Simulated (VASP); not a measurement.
Runs of VASP 6.6.1 on V. The structure is that of space group Pm-3m (No. 221), or close to it. The cells are those of the table. 

```csv
task,cell,k mesh,cutoff (eV),gap on the mesh (eV),pressure (GPa)
single point,"a = 2.442 Å, 1 atom",15 × 15 × 15,520,none,-4.4
relaxation of cell and atoms,"relaxed from a = 2.463 Å, 1 atom",13 × 13 × 13,600,none,-0.1
single point,"a = 2.411 Å, 1 atom",13 × 13 × 13,520,none,0.3
single point,"a = 2.345 Å, 1 atom",15 × 15 × 15,520,none,16.1
single point,"a = 2.378 Å, 1 atom",15 × 15 × 15,520,none,(b)
single point,"a = 2.411 Å, 1 atom",15 × 15 × 15,520,none,1.1
single point,"a = 2.473 Å, 1 atom",15 × 15 × 15,520,none,(a)
```

Alike in all rows: level PBEsol; potentials or basis VASP PAW PBE potentials, release 64 (V_sv); no spin polarisation; smearing fermi-dirac 0.1 eV.

Problem. Fill in the values left out.

Solution. (a) -9.1; (b) 7.9.

Caveats: the PAW data sets were made with another functional, which shifts forces and pressure a little.

A gap of «none» marks levels without a gap at the run's occupations.
